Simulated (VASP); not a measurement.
Wanted: the native input for a VASP 6.6.1 run.

| Item | Value |
| --- | --- |
| Task | band structure |
| Functional | r2SCAN |
| Potentials or basis | VASP PAW PBE potentials, release 64 (S, Mg) |
| Cutoff | 520 eV |
| k mesh | 9 × 9 × 9 |
| Occupations | gaussian, width 0.03 eV |
| Spin | no spin polarisation |
| Tolerance level | standard |
| Purpose | bands |
| Route | KPOINTS_OPT |
| Further INCAR settings | ALGO = Normal; EDIFF = 1e-06; NBANDS = 16 |

The structure of MgS lies in POSCAR:

```
MgS
1.0
    0.0000000000      2.6016500000      2.6016500000
    2.6016500000      0.0000000000      2.6016500000
    2.6016500000      2.6016500000      0.0000000000
S Mg
1 1
Direct
    0.5000000000      0.5000000000      0.5000000000
    0.0000000000      0.0000000000      0.0000000000
```

One way to write it, as run:

INCAR

```
SYSTEM = MgS
ALGO = Normal
EDIFF = 1E-6
EFERMI = MIDGAP
ENCUT = 520
GGA_COMPAT = .False.
ISMEAR = 0
LASPH = .True.
LCHARG = .False.
LMIXTAU = .True.
LREAL = .False.
LWAVE = .False.
METAGGA = R2SCAN
NBANDS = 16
NELM = 120
PREC = Accurate
SIGMA = 0.03
```

KPOINTS

```
Automatic mesh
0
Gamma
  9 9 9
  0 0 0
```

KPOINTS_OPT

```
path GXWKGLUWLK,UX
32
line-mode
reciprocal
 0.0000000000  0.0000000000  0.0000000000  G
 0.5000000000  0.0000000000  0.5000000000  X

 0.5000000000  0.0000000000  0.5000000000  X
 0.5000000000  0.2500000000  0.7500000000  W

 0.5000000000  0.2500000000  0.7500000000  W
 0.3750000000  0.3750000000  0.7500000000  K

 0.3750000000  0.3750000000  0.7500000000  K
 0.0000000000  0.0000000000  0.0000000000  G

 0.0000000000  0.0000000000  0.0000000000  G
 0.5000000000  0.5000000000  0.5000000000  L

 0.5000000000  0.5000000000  0.5000000000  L
 0.6250000000  0.2500000000  0.6250000000  U

 0.6250000000  0.2500000000  0.6250000000  U
 0.5000000000  0.2500000000  0.7500000000  W

 0.5000000000  0.2500000000  0.7500000000  W
 0.5000000000  0.5000000000  0.5000000000  L

 0.5000000000  0.5000000000  0.5000000000  L
 0.3750000000  0.3750000000  0.7500000000  K

 0.6250000000  0.2500000000  0.6250000000  U
 0.5000000000  0.0000000000  0.5000000000  X
```

Potentials or basis: VASP PAW PBE potentials, release 64 (S, Mg).

Launch:

```sh
$ cat potpaw_PBE.64/S/POTCAR potpaw_PBE.64/Mg/POTCAR > POTCAR
$ mpirun -np 1 vasp_std > vasp.out
```

Results of the run:

* Pressure: -0.5 GPa
* Band gap on the k mesh: 3.56 eV (least direct gap 4.61 eV)
* Band gap along the path: 3.43 eV (least direct gap 4.61 eV)

Caveat: the PAW data sets were made with another functional, which shifts forces and pressure a little; the mesh misses the band edges, which the band path finds closer together.

Wall time 9.4 min on 1 thread of AMD EPYC 7R43 64-Core Processor (Zen 3), on a shared host, peak memory 0.14 GiB.
